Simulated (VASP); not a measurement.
# W9C8 in VASP: single point with PBEsol

Aim: the single point of W9C8 with PBEsol.

Program: VASP 6.6.1. These are calculated values, not measurements. Logs are shortened: lines on timing, memory, paths and dates and some standing lists are left out, and cuts for length are marked.

## 1. The cell of the first run

The cell holds a slab with vacuum, 17 atoms: a = 5.800 Å, b = 5.800 Å, c = 15.256 Å, α = 90.00°, β = 90.00°, γ = 120.00°.

## 2. Single point, PBEsol

File INCAR:

```
SYSTEM = W9C8
ALGO     = Normal         ! electronic algorithm
EDIFF    = 1E-6           ! SCF threshold, eV
ENCUT    = 520            ! plane-wave cutoff, eV
GGA      = PS             ! functional
ISIF     = 2              ! what is computed and relaxed
ISMEAR   = 0              ! smearing method
LASPH    = .TRUE.         ! aspherical terms in the spheres
LCHARG   = .FALSE.        ! write CHGCAR
LREAL    = Auto         
LWAVE    = .FALSE.        ! write WAVECAR
NBANDS   = 93             ! bands
NELM     = 80             ! most SCF steps
PREC     = Accurate       ! precision mode
SIGMA    = 0.15           ! smearing width, eV
```

File KPOINTS:

```
k-points
0
G
  4 4 1
  0 0 0
```

File POSCAR:

```
W9C8
1.0
    5.7996800000      0.0000000000      0.0000000000
   -2.8998400000      5.0226700000      0.0000000000
    0.0000000000      0.0000000000     15.2562950000
W C
9 8
Direct
    0.0000000000      0.0000000000      0.0655467137
   -0.0051977849      0.0009729885      0.2537445035
    0.0000000000      0.5000000000      0.0655467137
   -0.0054903270      0.4890010692      0.2438793954
    0.5000000000      0.0000000000      0.0655467137
    0.5061928650      0.0009771695      0.2537463388
    0.5000000000      0.5000000000      0.0655467137
    0.4946998571      0.4893807477      0.2501286190
    1.1241231857      0.7482291291      0.3987963002
    0.3315376404      0.1630718323      0.1541494839
    0.3168573167      0.1336998051      0.3390409008
    0.3361795251      0.6666314928      0.1517593885
    0.3251668167      0.6405013668      0.3326760527
    0.8322177867      0.1644235038      0.1514229372
    0.8421726728      0.1843374142      0.3322848700
    0.8304684689      0.6666358730      0.1517627314
    0.8153544497      0.6404959912      0.3326763805
```

Potentials or basis: VASP PAW PBE potentials, release 64 (W_sv, C).

On the command line:

```
$ cat potpaw_PBE.64/W_sv/POTCAR potpaw_PBE.64/C/POTCAR > POTCAR
$ mpirun -np 1 vasp_std > vasp.out
```

OUTCAR:

```text
SYSTEM = W9C8
   EDIFF = 1E-6
   ENCUT = 520
   GGA = PS
   ISIF = 2
   ISMEAR = 0
   LASPH = .TRUE.
   LREAL = Auto
   NELM = 80
   PREC = Accurate

 ion  position               nearest neighbor table
   1  0.000  0.000  0.066-  14 2.12  16 2.13  10 2.14   2 2.87   7 2.90   3 2.90   3 2.90   7 2.90
                             5 2.90   5 2.90
   2  0.995  0.001  0.254-  15 2.07  11 2.08  17 2.17  14 2.26  10 2.27  16 2.29   6 2.83   4 2.84
                             8 2.87   1 2.87   8 2.93   9 2.95   6 2.97   4 2.97
   3  0.000  0.500  0.066-  14 2.13  16 2.14  12 2.14   4 2.72   5 2.90   1 2.90   1 2.90   5 2.90
                             7 2.90   7 2.90
   4  0.995  0.489  0.244-  15 2.04  17 2.14  13 2.14  14 2.16  16 2.22  12 2.22   9 2.70   3 2.72
                             6 2.84   2 2.84   8 2.90   8 2.90   2 2.97   6 2.97
   5  0.500  0.000  0.066-  14 2.12  12 2.13  10 2.14   6 2.87   7 2.90   3 2.90   7 2.90   3 2.90
                             1 2.90   1 2.90
   6  0.506  0.001  0.254-  15 2.07  11 2.08  13 2.17  14 2.26  10 2.27  12 2.29   2 2.83   4 2.84
                             8 2.87   5 2.87   8 2.93   9 2.95   2 2.97   4 2.97
   7  0.500  0.500  0.066-  12 2.12  16 2.12  10 2.17   8 2.82   1 2.90   5 2.90   5 2.90   1 2.90
                             3 2.90   3 2.90
   8  0.495  0.489  0.250-  13 2.05  17 2.05  10 2.20  11 2.24  16 2.26  12 2.26   7 2.82   6 2.87
                             2 2.87   4 2.90   4 2.90   2 2.93   6 2.93
   9  0.124  0.748  0.399-  17 1.87  13 1.87  11 2.14   4 2.70   6 2.95   2 2.95
  10  0.332  0.163  0.154-   5 2.14   1 2.14   7 2.17   8 2.20   2 2.27   6 2.27
  11  0.317  0.134  0.339-   6 2.08   2 2.08   9 2.14   8 2.24
  12  0.336  0.667  0.152-   7 2.12   5 2.13   3 2.14   4 2.22   8 2.26   6 2.29
  13  0.325  0.641  0.333-   9 1.87   8 2.05   4 2.14   6 2.17
  14  0.832  0.164  0.151-   1 2.12   5 2.12   3 2.13   4 2.16   6 2.26   2 2.26
  15  0.842  0.184  0.332-   4 2.04   6 2.07   2 2.07
  16  0.830  0.667  0.152-   7 2.12   1 2.13   3 2.14   4 2.22   8 2.26   2 2.29
  17  0.815  0.640  0.333-   9 1.87   8 2.05   4 2.14   2 2.17

  LATTYP: Found a hexagonal cell.
 ALAT       =     5.7996800000
 C/A-ratio  =     2.6305408229

  Lattice vectors:

 A1 = (   5.7996800000,   0.0000000000,   0.0000000000)
 A2 = (  -2.8998400000,   5.0226700000,   0.0000000000)
 A3 = (   0.0000000000,   0.0000000000,  15.2562950000)

Analysis of symmetry for initial positions (statically):
=====================================================================
 Subroutine PRICEL returns:
 Original cell was already a primitive cell.

 Routine SETGRP: Setting up the symmetry group for a
 hexagonal supercell.

 Subroutine GETGRP returns: Found  1 space group operations
 (whereof  1 operations were pure point group operations)
 out of a pool of 24 trial point group operations.

The static configuration has the point symmetry C_1 .

Analysis of symmetry for dynamics (positions and initial velocities):
=====================================================================
 Subroutine PRICEL returns:
 Original cell was already a primitive cell.

 Routine SETGRP: Setting up the symmetry group for a
 hexagonal supercell.

 Subroutine GETGRP returns: Found  1 space group operations
 (whereof  1 operations were pure point group operations)
 out of a pool of 24 trial point group operations.

The dynamic configuration has the point symmetry C_1 .

 Subroutine INISYM returns: Found  1 space group operations
 (whereof  1 operations are pure point group operations),
 and found     1 'primitive' translations

----------------------------------------------------------------------------------------

                                     Primitive cell

  volume of cell :     444.4140

  direct lattice vectors                    reciprocal lattice vectors
     5.799680000  0.000000000  0.000000000     0.172423306  0.099548646  0.000000000
    -2.899840000  5.022670000  0.000000000     0.000000000  0.199097293  0.000000000
     0.000000000  0.000000000 15.256295000     0.000000000  0.000000000  0.065546714

  length of vectors
     5.799680000  5.799679815 15.256295000     0.199097287  0.199097293  0.065546714

  position of ions in fractional coordinates (direct lattice)
     0.000000000  0.000000000  0.065546714
     0.994802215  0.000972989  0.253744504
     0.000000000  0.500000000  0.065546714
     0.994509673  0.489001069  0.243879395
     0.500000000  0.000000000  0.065546714
     0.506192865  0.000977169  0.253746339
[... 9 lines left out ...]
     0.830468469  0.666635873  0.151762731
     0.815354450  0.640495991  0.332676380

  ion indices of the primitive-cell ions
   primitive index   ion index
                 1           1
                 2           2
                 3           3
                 4           4
                 5           5
                 6           6
[... 9 lines left out ...]
                16          16
                17          17

----------------------------------------------------------------------------------------

 KPOINTS: k-points

Automatic generation of k-mesh.
 Grid dimensions read from file:
 generate k-points for:    4    4    1

 Generating k-lattice:

  Cartesian coordinates                     Fractional coordinates (reciprocal lattice)
     0.043105827  0.024887162  0.000000000     0.250000000  0.000000000  0.000000000
     0.000000000  0.049774323  0.000000000     0.000000000  0.250000000  0.000000000
     0.000000000  0.000000000  0.065546714     0.000000000  0.000000000  1.000000000

  Length of vectors
     0.049774322  0.049774323  0.065546714

  Shift w.r.t. Gamma in fractional coordinates (k-lattice)
     0.000000000  0.000000000  0.000000000

 Subroutine IBZKPT returns following result:
 ===========================================

 Found     10 irreducible k-points:

 Following reciprocal coordinates:
            Coordinates               Weight
  0.000000  0.000000  0.000000      1.000000
  0.250000 -0.000000  0.000000      2.000000
  0.000000  0.250000  0.000000      2.000000
 -0.250000  0.250000  0.000000      2.000000
  0.500000 -0.000000  0.000000      1.000000
  0.000000  0.500000  0.000000      1.000000
  0.500000  0.500000  0.000000      1.000000
  0.250000  0.250000  0.000000      2.000000
 -0.250000  0.500000  0.000000      2.000000
  0.500000  0.250000  0.000000      2.000000
   k-points           NKPTS =     10   k-points in BZ     NKDIM =     10   number of bands    NBANDS=     93
   number of dos      NEDOS =    301   number of ions     NIONS =     17
   total plane-waves  NPLWV = 276480
   dimension x,y,z NGX =    48 NGY =   48 NGZ =  120
   dimension x,y,z NGXF=    96 NGYF=   96 NGZF=  240
   ions per type =               9   8
   NGX,Y,Z   is equivalent  to a cutoff of  13.76, 13.76, 13.08 a.u.
   NGXF,Y,Z  is equivalent  to a cutoff of  27.52, 27.52, 26.15 a.u.
 SYSTEM =  W9C8
   PREC   = accura    normal or accurate (medium, high low for compatibility)
   ISTART =      0    job   : 0-new  1-cont  2-samecut
   ICHARG =      2    charge: 1-file 2-atom 10-const
   ISPIN  =      1    spin polarized calculation?
   LNONCOLLINEAR =      F non collinear calculations
   LSORBIT =      F    spin-orbit coupling
   LASPH  =      T    aspherical Exc in radial PAW
   ENCUT  =  520.0 eV  38.22 Ry    6.18 a.u.  10.78 10.78 28.37*2*pi/ulx,y,z
   NELM   =     80;   NELMIN=  2; NELMDL= -5     # of ELM steps
   EDIFF  = 0.1E-05   stopping-criterion for ELM
   LREAL  =      T    real-space projection
   EDIFFG = 0.1E-04   stopping-criterion for IOM
   NSW    =      0    number of steps for IOM
   IBRION =     -1    ionic relax: 0-MD 1-quasi-New 2-CG
   NFREE  =      0    steps in history (QN), initial steepest desc. (CG)
   ISIF   =      2    stress and relaxation
   ISYM   =      2    0-nonsym 1-usesym 2-fastsym
   POTIM  = 0.5000    time-step for ionic-motion
   TEBEG  =    0.0;   TEEND  =   0.0 temperature during run
   PSTRESS=    0.0 pullay stress
   NELECT =     158.0000    total number of electrons
   NUPDOWN=      -1.0000    fix difference up-down
   EMIN   =  10.00;   EMAX   =-10.00  energy-range for DOS
   EFERMI =   0.00;   METHOD = LEGACY
   ISMEAR =     0;   SIGMA  =   0.15  broadening in eV -4-tet -1-fermi 0-gaus
   EFERMI_NEDOS =   21; number of points for ismear=-14 and -15
   IALGO  =     38    algorithm
   IMIX   =      4    mixing-type and parameters
     AMIX     =   0.40;   BMIX     =  1.00
     AMIX_MAG =   1.60;   BMIX_MAG =  1.00
  volume/ion in A,a.u.               =      26.14       176.41
  Fermi-wavevector in a.u.,A,eV,Ry     =   1.159751  2.191611 18.300128  1.345021
  Thomas-Fermi vector in A             =   2.296340
   LORBIT       =      0    0 simple, 1 ext, 2 COOP (PROOUT), +10 PAW based schemes
   GGA     = PS    functional components
   LHFCALC =     F    Hartree Fock is set to
   AEXX    =    0.0000 exact exchange contribution
   IVDW    =     0    specifies the selected vdW correction
   LEPSILON=     F    determine dielectric tensor
   LRPA    =     F    only Hartree local field effects (RPA)
 non-spin polarized calculation
 Gauss-broadening in eV      SIGMA  =   0.15
  energy-cutoff  :      520.00
  volume of cell :      444.41
 maximum number of plane-waves:     11992
 NGX is ok and might be reduce to    48
   NGX = 21   NGY = 21   NGZ = 57

 number of electron     157.9999997 magnetization

 Free energy of the ion-electron system (eV)
  ---------------------------------------------------
  ext. energy  EPLUGINS =         0.00000000
  ---------------------------------------------------
  free energy    TOTEN  =      -187.97321424 eV

  energy without entropy =     -187.88803010  energy(sigma->0) =     -187.93062217

 E-fermi :   2.0836     XC(G=0):  -7.0646

 val. band max:        2.0348231493   @ k =   0.0000   0.5000   0.0000
 cond. band min:       2.0924698202   @ k =  -0.2500   0.5000   0.0000
 fundamental gap:      0.0576466710
 Fermi energy:         2.0835966114

 k-point     1 :       0.0000    0.0000    0.0000
  band No.  band energies     occupation
      1     -72.2946      2.00000
      2     -71.9802      2.00000
      3     -71.8613      2.00000
      4     -71.8310      2.00000
      5     -71.7919      2.00000
      6     -71.7504      2.00000
[... 929 lines left out ...]
     90       4.2334      0.00000
     91       4.4059      0.00000
 [bands above 91 left out]

------------------------ aborting loop because EDIFF is reached ----------------------------------------

  FORCE on cell =-STRESS in cart. coord.  units (eV):
  Direction    XX          YY          ZZ          XY          YZ          ZX
  --------------------------------------------------------------------------------------
  -------------------------------------------------------------------------------------
  Total       -3.0472403     -9.5652775     -1.5840404     -0.0005992      7.9962085     -0.0027333
  in kB      -10.9857454    -34.4842194     -5.7106964     -0.0021601     28.8274970     -0.0098539
  external PRESSURE =     -17.0602204 kB  Pullay stress =       0.0000000 kB

 VOLUME and BASIS-vectors are now :
 -----------------------------------------------------------------------------
  energy-cutoff  :      520.00
  volume of cell :      444.41
      direct lattice vectors                 reciprocal lattice vectors
     5.799680000  0.000000000  0.000000000     0.172423306  0.099548646  0.000000000
    -2.899840000  5.022670000  0.000000000     0.000000000  0.199097293  0.000000000
     0.000000000  0.000000000 15.256295000     0.000000000  0.000000000  0.065546714

 POSITION                                       TOTAL-FORCE (eV/Angst)
 -----------------------------------------------------------------------------------
      0.00000      0.00000      1.00000         0.105644     -0.154875      0.379747
      5.76671      0.00489      3.87120        -0.196604     -0.239612     -0.280023
     -1.44992      2.51133      1.00000         0.000235      0.060408     -0.836598
      4.34981      2.45609      3.72070         0.000192     -0.446864      0.268583
      2.89984      0.00000      1.00000        -0.105050     -0.154753      0.379834
      2.93292      0.00491      3.87123         0.195985     -0.240266     -0.280549
[... 9 lines left out ...]
      2.88331      3.34829      2.31534        -0.024169     -0.069783      0.112486
      2.87146      3.21700      5.07541        -0.111983     -0.070955      0.174394
 -----------------------------------------------------------------------------------
    total drift:                               -0.000450     -0.005550      0.016475

  FREE ENERGIE OF THE ION-ELECTRON SYSTEM (eV)
  ---------------------------------------------------
  free  energy   TOTEN  =      -187.9732142388 eV

  energy  without entropy=     -187.8880300959  energy(sigma->0) =     -187.93062217
```

It took 46 min on 1 thread of Oxide Virtual Turin-like, shared host; peak memory 0.68 GiB.

What came out:

| Property | Result |
| --- | --- |
| Free energy | -187.9732 eV |
| Largest force | 4.086 eV/Å |
| Band gap on the k mesh | zero (bands 79 and 80 overlap by 0.56 eV) |

Forces on the atoms (eV/Å):
```
W    0.106 -0.155  0.380
W   -0.197 -0.240 -0.280
W    0.000  0.060 -0.837
W    0.000 -0.447  0.269
W   -0.105 -0.155  0.380
W    0.196 -0.240 -0.281
W    0.000 -0.200  0.224
W    0.000 -0.293  0.163
W    0.000  4.033 -0.657
C    0.000 -0.033 -0.023
C    0.000 -0.870  0.905
C    0.024 -0.069  0.113
C    0.111 -0.071  0.175
C   -0.001 -0.051 -0.125
C    0.000 -1.127 -0.694
C   -0.024 -0.070  0.112
C   -0.112 -0.071  0.174
```

Levels at points of the mesh, in eV from the Fermi level:
```csv
k point,band 77,band 78,band 79,band 80,band 81,band 82
"(0.00, 0.00, 0.00)",0.13,0.30,0.42,0.53,0.55,0.84
"(0.50, 0.00, 0.00)",-0.88,-0.65,-0.36,-0.14,0.44,0.99
"(0.00, 0.50, 0.00)",-0.79,-0.68,-0.51,-0.05,0.59,1.13
"(0.50, 0.50, 0.00)",-0.88,-0.65,-0.36,-0.14,0.44,0.99
```

Caveat: there is no dipole correction, which matters where the two faces differ; the PAW data sets were made with another functional, which shifts forces and pressure a little; spin-orbit coupling is left out, which moves the levels of the heavy elements.

The gap in the log of VASP goes by the Fermi energy; the results here count the filled bands.